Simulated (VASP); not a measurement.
# BaTiO3 in VASP: notebook

Runs on BaTiO3. Level: PBE+U. Tasks: single point.

All numbers are computed with VASP 6.6.1; they aren't measurements. Logs are shortened: lines on timing, memory, paths and dates and some standing lists are left out, and cuts for length are marked.

## 1. The cell of the first run

The typed cell holds 5 atoms: a = 4.112 Å, b = 4.112 Å, c = 3.983 Å, α = 90.00°, β = 90.00°, γ = 89.83°.

## 2. Single point, PBE+U (biaxial strain in the a-b plane: +1.5 %, then relaxed in part)

The input, INCAR:

```
PREC = Accurate
ENCUT = 520
EDIFF = 1E-6
ISMEAR = 0
SIGMA = 0.02
LREAL = F
LASPH = T
NELM = 150
ALGO = Normal
ISIF = 2
LWAVE = F
LCHARG = F
LMAXMIX = 4
LDAU = T
LDAUTYPE = 2
LDAUL = -1 2 -1
LDAUU = 0 4 0
LDAUJ = 0 0 0
LDAUPRINT = 1
GGA = PE
NBANDS = 28
```

The input, KPOINTS:

```
Automatic mesh
0
Gamma
  6 6 6
```

The input, POSCAR:

```
BaTiO3
1.0
    2.9034328072      1.6815029774      2.3777314851
   -2.9034328072      1.6815029774      2.3777314851
    0.0000000000     -3.2516909076      2.2996356554
Ba Ti O
1 1 3
Direct
    0.0053132214      0.0053132214     -0.0057654902
    0.5185809384      0.5185809384      0.4942459188
    0.4892279205      0.9741542149      0.4942095290
    0.4838247048      0.4838247048      0.9942015133
    0.9741542149      0.4892279205      0.4942095290
```

Potentials or basis: VASP PAW PBE potentials, release 64 (Ba_sv, Ti_sv, O).

The run is started by

```console
$ cat potpaw_PBE.64/Ba_sv/POTCAR potpaw_PBE.64/Ti_sv/POTCAR potpaw_PBE.64/O/POTCAR > POTCAR
$ mpirun -np 1 vasp_std > vasp.out
```

OUTCAR:

```text
PREC = Accurate
   ENCUT = 520
   EDIFF = 1E-6
   ISMEAR = 0
   LREAL = F
   LASPH = T
   NELM = 150
   ISIF = 2
   GGA = PE

 ion  position               nearest neighbor table
   1  0.005  0.005  0.994-   4 2.79   3 2.82   5 2.82   3 2.82   5 2.82   4 2.91   4 2.91   3 2.91
                             5 2.91   5 2.91   3 2.91   4 3.04   2 3.46   2 3.46   2 3.52   2 3.52
   2  0.519  0.519  0.494-   3 1.88   5 1.88   4 2.00   4 2.00   3 2.24   5 2.24   1 3.46   1 3.46
                             1 3.52   1 3.52   1 3.52   1 3.52   1 3.59   1 3.59
   3  0.489  0.974  0.494-   2 1.88   2 2.24   1 2.82   1 2.82   1 2.91   1 2.91
   4  0.484  0.484  0.994-   2 2.00   2 2.00   1 2.79   1 2.91   1 2.91   1 3.04
   5  0.974  0.489  0.494-   2 1.88   2 2.24   1 2.82   1 2.82   1 2.91   1 2.91

  LATTYP: Found a simple monoclinic cell.
 ALAT       =     5.8068656144
 B/A-ratio  =     0.6858587829
 C/A-ratio  =     1.5816183290
 COS(beta)  =    -0.9483956859

  Lattice vectors:

 A1 = (  -5.8068656144,   0.0000000000,  -0.0000000000)
 A2 = (   0.0000000000,  -3.2516909076,   2.2996356554)
 A3 = (   8.7102984216,   1.6815029774,   2.3777314851)

Analysis of symmetry for initial positions (statically):
=====================================================================
 Subroutine PRICEL returns:
 Original cell was already a primitive cell.

 Routine SETGRP: Setting up the symmetry group for a
 simple monoclinic supercell.

 Subroutine GETGRP returns: Found  1 space group operations
 (whereof  1 operations were pure point group operations)
 out of a pool of  4 trial point group operations.

The static configuration has the point symmetry C_1 .

Analysis of symmetry for dynamics (positions and initial velocities):
=====================================================================
 Subroutine PRICEL returns:
 Original cell was already a primitive cell.

 Routine SETGRP: Setting up the symmetry group for a
 simple monoclinic supercell.

 Subroutine GETGRP returns: Found  1 space group operations
 (whereof  1 operations were pure point group operations)
 out of a pool of  4 trial point group operations.

The dynamic configuration has the point symmetry C_1 .

 Subroutine INISYM returns: Found  1 space group operations
 (whereof  1 operations are pure point group operations),
 and found     1 'primitive' translations

----------------------------------------------------------------------------------------

                                     Primitive cell

  volume of cell :      67.3509

  direct lattice vectors                    reciprocal lattice vectors
     2.903432807  1.681502977  2.377731485     0.172209944  0.099135114  0.140177313
    -2.903432807  1.681502977  2.377731485    -0.172209944  0.099135114  0.140177313
     0.000000000 -3.251690908  2.299635655     0.000000000 -0.205003502  0.144975999

  length of vectors
     4.112296359  4.112296359  3.982689783     0.243174247  0.243174247  0.251086591

  position of ions in fractional coordinates (direct lattice)
     0.005313221  0.005313221  0.994234510
     0.518580938  0.518580938  0.494245919
     0.489227920  0.974154215  0.494209529
     0.483824705  0.483824705  0.994201513
     0.974154215  0.489227920  0.494209529

  ion indices of the primitive-cell ions
   primitive index   ion index
                 1           1
                 2           2
                 3           3
                 4           4
                 5           5

----------------------------------------------------------------------------------------

[... 59 lines left out ...]
 SYSTEM =  unknown system
   PREC   = accura    normal or accurate (medium, high low for compatibility)
   ISTART =      0    job   : 0-new  1-cont  2-samecut
   ICHARG =      2    charge: 1-file 2-atom 10-const
   ISPIN  =      1    spin polarized calculation?
   LNONCOLLINEAR =      F non collinear calculations
   LSORBIT =      F    spin-orbit coupling
   LASPH  =      T    aspherical Exc in radial PAW
   ENCUT  =  520.0 eV  38.22 Ry    6.18 a.u.   7.65  7.65  7.41*2*pi/ulx,y,z
   NELM   =    150;   NELMIN=  2; NELMDL= -5     # of ELM steps
   EDIFF  = 0.1E-05   stopping-criterion for ELM
   LREAL  =      F    real-space projection
   EDIFFG = 0.1E-04   stopping-criterion for IOM
   NSW    =      0    number of steps for IOM
   IBRION =     -1    ionic relax: 0-MD 1-quasi-New 2-CG
   NFREE  =      0    steps in history (QN), initial steepest desc. (CG)
   ISIF   =      2    stress and relaxation
   ISYM   =      2    0-nonsym 1-usesym 2-fastsym
   POTIM  = 0.5000    time-step for ionic-motion
   TEBEG  =    0.0;   TEEND  =   0.0 temperature during run
   PSTRESS=    0.0 pullay stress
   NELECT =      40.0000    total number of electrons
   NUPDOWN=      -1.0000    fix difference up-down
   EMIN   =  10.00;   EMAX   =-10.00  energy-range for DOS
   EFERMI =   0.00;   METHOD = LEGACY
   ISMEAR =     0;   SIGMA  =   0.02  broadening in eV -4-tet -1-fermi 0-gaus
   EFERMI_NEDOS =   21; number of points for ismear=-14 and -15
   IALGO  =     38    algorithm
   IMIX   =      4    mixing-type and parameters
     AMIX     =   0.40;   BMIX     =  1.00
     AMIX_MAG =   1.60;   BMIX_MAG =  1.00
  volume/ion in A,a.u.               =      13.47        90.90
  Fermi-wavevector in a.u.,A,eV,Ry     =   1.376091  2.600434 25.764341  1.893626
  Thomas-Fermi vector in A             =   2.501367
   LORBIT       =      0    0 simple, 1 ext, 2 COOP (PROOUT), +10 PAW based schemes
 LDA+U is selected, type is set to LDAUTYPE =  2
   angular momentum for each species LDAUL =    -1    2   -1
   U (eV)           for each species LDAUU =   0.0  4.0  0.0
   J (eV)           for each species LDAUJ =   0.0  0.0  0.0
   GGA     = PE    functional components
   LHFCALC =     F    Hartree Fock is set to
   AEXX    =    0.0000 exact exchange contribution
   IVDW    =     0    specifies the selected vdW correction
   LEPSILON=     F    determine dielectric tensor
   LRPA    =     F    only Hartree local field effects (RPA)
 non-spin polarized calculation
 Gauss-broadening in eV      SIGMA  =   0.02
  energy-cutoff  :      520.00
  volume of cell :       67.35
 maximum number of plane-waves:      1831
 NGX is ok and might be reduce to    32
   NGX = 15   NGY = 15   NGZ = 15

atom =   2  type =  2  l = 2

 onsite density matrix

spin component  1

  0.1547 -0.0000 -0.0000  0.0628 -0.0000
 -0.0000  0.1868 -0.0035 -0.0000  0.0610
 -0.0000 -0.0035  0.1111  0.0000 -0.0059
  0.0628 -0.0000  0.0000  0.1990  0.0000
 -0.0000  0.0610 -0.0059  0.0000  0.1625

spin component  2

  0.1547 -0.0000 -0.0000  0.0628 -0.0000
 -0.0000  0.1868 -0.0035 -0.0000  0.0610
 -0.0000 -0.0035  0.1111  0.0000 -0.0059
  0.0628 -0.0000  0.0000  0.1990  0.0000
 -0.0000  0.0610 -0.0059  0.0000  0.1625

 occupancies and eigenvectors

  o =  0.1092  v = -0.0001  0.3330 -0.8168  0.0000 -0.4711  0.0000  0.0000  0.0000  0.0000  0.0000      0.0000  0.0000  0.0000  0.0000  0.0000  0.0000  0.0000  0.0000  0.0000  0.0000
  o =  0.1092  v =  0.0000  0.0000  0.0000  0.0000  0.0000 -0.0001  0.3330 -0.8168  0.0000 -0.4711      0.0000  0.0000  0.0000  0.0000  0.0000  0.0000  0.0000  0.0000  0.0000  0.0000
  o =  0.1103  v = -0.8164 -0.0000  0.0001  0.5775  0.0000  0.0000  0.0000  0.0000  0.0000  0.0000      0.0000  0.0000  0.0000  0.0000  0.0000  0.0000  0.0000  0.0000  0.0000  0.0000
  o =  0.1103  v =  0.0000  0.0000  0.0000  0.0000  0.0000 -0.8164 -0.0000  0.0001  0.5775  0.0000      0.0000  0.0000  0.0000  0.0000  0.0000  0.0000  0.0000  0.0000  0.0000  0.0000
  o =  0.1140  v = -0.0000 -0.5421 -0.5746  0.0000  0.6131  0.0000  0.0000  0.0000  0.0000  0.0000      0.0000  0.0000  0.0000  0.0000  0.0000  0.0000  0.0000  0.0000  0.0000  0.0000
  o =  0.1140  v =  0.0000  0.0000  0.0000  0.0000  0.0000 -0.0000 -0.5421 -0.5746  0.0000  0.6131      0.0000  0.0000  0.0000  0.0000  0.0000  0.0000  0.0000  0.0000  0.0000  0.0000
  o =  0.2371  v =  0.0000  0.0000  0.0000  0.0000  0.0000  0.0000  0.7715 -0.0512  0.0000  0.6341      0.0000  0.0000  0.0000  0.0000  0.0000  0.0000  0.0000  0.0000  0.0000  0.0000
  o =  0.2371  v =  0.0000  0.7715 -0.0512  0.0000  0.6341  0.0000  0.0000  0.0000  0.0000  0.0000      0.0000  0.0000  0.0000  0.0000  0.0000  0.0000  0.0000  0.0000  0.0000  0.0000
  o =  0.2434  v = -0.5775  0.0000 -0.0000 -0.8164  0.0000  0.0000  0.0000  0.0000  0.0000  0.0000      0.0000  0.0000  0.0000  0.0000  0.0000  0.0000  0.0000  0.0000  0.0000  0.0000
  o =  0.2434  v =  0.0000  0.0000  0.0000  0.0000  0.0000 -0.5775  0.0000 -0.0000 -0.8164  0.0000      0.0000  0.0000  0.0000  0.0000  0.0000  0.0000  0.0000  0.0000  0.0000  0.0000

 number of electron      40.0000007 magnetization

 Free energy of the ion-electron system (eV)
  ---------------------------------------------------
  ext. energy  EPLUGINS =         0.00000000
  ---------------------------------------------------
  free energy    TOTEN  =       -37.29446733 eV

  energy without entropy =      -37.29446733  energy(sigma->0) =      -37.29446733

 E-fermi :   3.7104     XC(G=0): -10.9886

 val. band max:        3.5984684761   @ k =   0.5000   0.5000   0.5000
 cond. band min:       6.2033553340   @ k =   0.0000   0.0000   0.0000
 fundamental gap:      2.6048868579
 Fermi energy:         3.7104273937

 k-point     1 :       0.0000    0.0000    0.0000
  band No.  band energies     occupation
      1     -53.9980      2.00000
      2     -30.2073      2.00000
      3     -30.1902      2.00000
      4     -30.1438      2.00000
      5     -21.3942      2.00000
      6     -13.2405      2.00000
[... 733 lines left out ...]
     27      10.6342      0.00000
     28      12.0127      0.00000

 [... further k-points ...]

------------------------ aborting loop because EDIFF is reached ----------------------------------------

  FORCE on cell =-STRESS in cart. coord.  units (eV):
  Direction    XX          YY          ZZ          XY          YZ          ZX
  --------------------------------------------------------------------------------------
  -------------------------------------------------------------------------------------
  Total        0.8917391      1.2488013      1.1237342      0.0000011     -0.1760080      0.0000026
  in kB       21.2131466     29.7071251     26.7319651      0.0000262     -4.1869696      0.0000628
  external PRESSURE =      25.8840789 kB  Pullay stress =       0.0000000 kB

 VOLUME and BASIS-vectors are now :
 -----------------------------------------------------------------------------
  energy-cutoff  :      520.00
  volume of cell :       67.35
      direct lattice vectors                 reciprocal lattice vectors
     2.903432807  1.681502977  2.377731485     0.172209944  0.099135114  0.140177313
    -2.903432807  1.681502977  2.377731485    -0.172209944  0.099135114  0.140177313
     0.000000000 -3.251690908  2.299635655     0.000000000 -0.205003502  0.144975999

 POSITION                                       TOTAL-FORCE (eV/Angst)
 -----------------------------------------------------------------------------------
      0.00000     -3.21507      2.31164         0.000002     -0.027603     -0.038973
      0.00000      0.13686      3.60268         0.000014     -0.378536     -0.536683
     -1.40795      0.85366      4.61603        -0.345882      0.198511      0.280934
      0.00000     -1.60573      4.58711         0.000005      0.009126      0.013800
      1.40795      0.85366      4.61603         0.345861      0.198502      0.280922
 -----------------------------------------------------------------------------------
    total drift:                               -0.000015     -0.000258     -0.002116

  FREE ENERGIE OF THE ION-ELECTRON SYSTEM (eV)
  ---------------------------------------------------
  free  energy   TOTEN  =       -37.2944673289 eV

  energy  without entropy=      -37.2944673289  energy(sigma->0) =      -37.29446733
```

Wall time 2 min (1 thread of AMD EPYC 9R45 (Zen 5), shared host); peak memory 0.3 GiB.

What came out:

```yaml
Free_energy: -37.2945 eV
Pressure: 2.6 GPa
Largest_force: 0.657 eV/Å
Band_gap_on_the_k_mesh: 2.60 eV (least direct gap 3.12 eV)
```

Forces on the atoms (eV/Å):
```
Ba   0.000 -0.028 -0.039
Ti   0.000 -0.379 -0.537
O   -0.346  0.199  0.281
O    0.000  0.009  0.014
O    0.346  0.199  0.281
```

Levels at points of the mesh, in eV from the valence-band top:
| k point | band 18 | band 19 | band 20 | band 21 | band 22 | band 23 |
| --- | --- | --- | --- | --- | --- | --- |
| (0.00, 0.00, 0.00) | -0.58 | -0.56 | -0.52 | 2.60 | 2.80 | 2.81 |
| (0.50, 0.00, 0.00) | -1.61 | -1.01 | -0.85 | 2.83 | 3.95 | 3.97 |
| (0.00, 0.50, 0.00) | -1.61 | -1.01 | -0.85 | 2.83 | 3.95 | 3.97 |
| (0.50, 0.50, 0.00) | -1.03 | -0.95 | -0.30 | 3.97 | 4.02 | 4.25 |
| (0.00, 0.00, 0.50) | -1.51 | -1.20 | -1.15 | 2.93 | 3.95 | 4.09 |
| (0.50, 0.00, 0.50) | -0.96 | -0.93 | -0.08 | 3.99 | 4.08 | 4.40 |
| (0.00, 0.50, 0.50) | -0.96 | -0.93 | -0.08 | 3.99 | 4.08 | 4.40 |
| (0.50, 0.50, 0.50) | -0.22 | -0.04 | 0.00 | 4.48 | 4.48 | 4.66 |

Eigenvalues of the final occupation matrices:
```csv
site,spin,trace,eigenvalues
site 2 d,1,0.81,0.11 0.11 0.11 0.24 0.24
site 2 d,2,0.81,0.11 0.11 0.11 0.24 0.24
```

Caveat: the cell differs from its parent crystal (biaxial strain in the a-b plane: +1.5 %, then relaxed in part); spin-orbit coupling is left out, which moves the levels of the heavy elements.

## 3. Single point, PBE+U

The input, INCAR:

```
SYSTEM = BaTiO3
  PREC = Accurate
  ENCUT = 520
  EDIFF = 1E-6
  ISMEAR = 0
  SIGMA = 0.02
  LREAL = .False.
  LASPH = .True.
  NELM = 150
  ALGO = Normal
  ISIF = 2
  LWAVE = .False.
  LCHARG = .False.
  LMAXMIX = 4
  LDAU = .True.
  LDAUTYPE = 2
  LDAUL = -1 2 -1
  LDAUU = 0 4 0
  LDAUJ = 0 0 0
  LDAUPRINT = 1
  GGA = PE
  NBANDS = 28
```

The input, KPOINTS:

```
Automatic mesh
0
Gamma
  6 6 6
  0 0 0
```

POSCAR is that of step 2.

Potentials or basis: VASP PAW PBE potentials, release 64 (Ba_sv, Ti_sv, O).

The run is started by

```console
$ cat potpaw_PBE.64/Ba_sv/POTCAR potpaw_PBE.64/Ti_sv/POTCAR potpaw_PBE.64/O/POTCAR > POTCAR
$ mpirun -np 1 vasp_std > vasp.out
```

OUTCAR:

```text
SYSTEM = BaTiO3
   PREC = Accurate
   ENCUT = 520
   EDIFF = 1E-6
   ISMEAR = 0
   LREAL = .False.
   LASPH = .True.
   NELM = 150
   ISIF = 2
   GGA = PE

 ion  position               nearest neighbor table
   1  0.005  0.005  0.994-   4 2.79   3 2.82   5 2.82   3 2.82   5 2.82   4 2.91   4 2.91   3 2.91
                             5 2.91   5 2.91   3 2.91   4 3.04   2 3.46   2 3.46   2 3.52   2 3.52
   2  0.519  0.519  0.494-   3 1.88   5 1.88   4 2.00   4 2.00   3 2.24   5 2.24   1 3.46   1 3.46
                             1 3.52   1 3.52   1 3.52   1 3.52   1 3.59   1 3.59
[... 992 lines left out ...]
  -------------------------------------------------------------------------------------
  Total        0.8917391      1.2488013      1.1237342      0.0000011     -0.1760080      0.0000026
  in kB       21.2131466     29.7071251     26.7319651      0.0000262     -4.1869696      0.0000628
  external PRESSURE =      25.8840789 kB  Pullay stress =       0.0000000 kB

 VOLUME and BASIS-vectors are now :
 -----------------------------------------------------------------------------
  energy-cutoff  :      520.00
  volume of cell :       67.35
      direct lattice vectors                 reciprocal lattice vectors
     2.903432807  1.681502977  2.377731485     0.172209944  0.099135114  0.140177313
    -2.903432807  1.681502977  2.377731485    -0.172209944  0.099135114  0.140177313
     0.000000000 -3.251690908  2.299635655     0.000000000 -0.205003502  0.144975999

 POSITION                                       TOTAL-FORCE (eV/Angst)
 -----------------------------------------------------------------------------------
      0.00000     -3.21507      2.31164         0.000002     -0.027603     -0.038973
      0.00000      0.13686      3.60268         0.000014     -0.378536     -0.536683
     -1.40795      0.85366      4.61603        -0.345882      0.198511      0.280934
      0.00000     -1.60573      4.58711         0.000005      0.009126      0.013800
      1.40795      0.85366      4.61603         0.345861      0.198502      0.280922
 -----------------------------------------------------------------------------------
    total drift:                               -0.000015     -0.000258     -0.002116

  FREE ENERGIE OF THE ION-ELECTRON SYSTEM (eV)
  ---------------------------------------------------
  free  energy   TOTEN  =       -37.2944673289 eV

  energy  without entropy=      -37.2944673289  energy(sigma->0) =      -37.29446733
```

OSZICAR:

```text
N       E                     dE             d eps       ncg     rms          rms(c)
DAV:   1     0.439014757426E+03    0.43901E+03   -0.20703E+04  6272   0.153E+03
DAV:   2    -0.261820384388E+01   -0.44163E+03   -0.42051E+03  7216   0.428E+02
DAV:   3    -0.469290097302E+02   -0.44311E+02   -0.43960E+02  8740   0.134E+02
DAV:   4    -0.490376371231E+02   -0.21086E+01   -0.21039E+01  9684   0.251E+01
DAV:   5    -0.491018935197E+02   -0.64256E-01   -0.64245E-01  8660   0.335E+00    0.232E+01
DAV:   6    -0.371621450272E+02    0.11940E+02   -0.57665E+01  9656   0.678E+01    0.897E+00
DAV:   7    -0.373682633669E+02   -0.20612E+00   -0.82154E+00  8492   0.177E+01    0.576E+00
DAV:   8    -0.372856647028E+02    0.82599E-01   -0.10643E+00  7864   0.906E+00    0.221E+00
DAV:   9    -0.373049586480E+02   -0.19294E-01   -0.19658E-01  7708   0.309E+00    0.107E+00
DAV:  10    -0.373035352937E+02    0.14234E-02   -0.10502E-01  7956   0.205E+00    0.812E-01
DAV:  11    -0.372968088849E+02    0.67264E-02   -0.65570E-02  8888   0.221E+00    0.386E-01
DAV:  12    -0.372947185978E+02    0.20903E-02   -0.49678E-03  7976   0.679E-01    0.138E-01
DAV:  13    -0.372947239452E+02   -0.53474E-05   -0.50212E-03  9172   0.516E-01    0.134E-01
DAV:  14    -0.372944760406E+02    0.24790E-03   -0.86493E-04  8452   0.237E-01    0.355E-02
DAV:  15    -0.372944743212E+02    0.17194E-05   -0.39459E-05  7680   0.439E-02    0.233E-02
DAV:  16    -0.372944679756E+02    0.63456E-05   -0.26236E-05  7240   0.273E-02    0.713E-03
DAV:  17    -0.372944673289E+02    0.64668E-06   -0.31143E-06  6436   0.973E-03
   1 F= -.37294467E+02 E0= -.37294467E+02  d E =-.128385E-17
```

stdout:

```text
POSCAR found type information on POSCAR BaTiO
 POSCAR found :  3 types and       5 ions
 scaLAPACK will be used
 LDA part: xc-table for (Slater+PW92), standard interpolation
 POSCAR, INCAR and KPOINTS ok, starting setup
 FFT: planning ... GRIDC
 FFT: planning ... GRID_SOFT
 FFT: planning ... GRID
 WAVECAR not read
 entering main loop
```

It took 2 min on 1 thread of AMD EPYC 9R45 (Zen 5), shared host; peak memory 0.3 GiB.

Results:

```yaml
Free_energy: -37.2945 eV
Pressure: 2.6 GPa
Largest_force: 0.657 eV/Å
Band_gap_on_the_k_mesh: 2.60 eV (least direct gap 3.12 eV)
```

Forces in eV/Å, atoms in the order of the input:
```
Ba   0.000 -0.028 -0.039
Ti   0.000 -0.379 -0.537
O   -0.346  0.199  0.281
O    0.000  0.009  0.014
O    0.346  0.199  0.281
```

Eigenvalues of the final occupation matrices:
```tsv
site	spin	trace	eigenvalues
site 2 d	1	0.81	0.11 0.11 0.11 0.24 0.24
site 2 d	2	0.81	0.11 0.11 0.11 0.24 0.24
```

Caveat: spin-orbit coupling is left out, which moves the levels of the heavy elements.
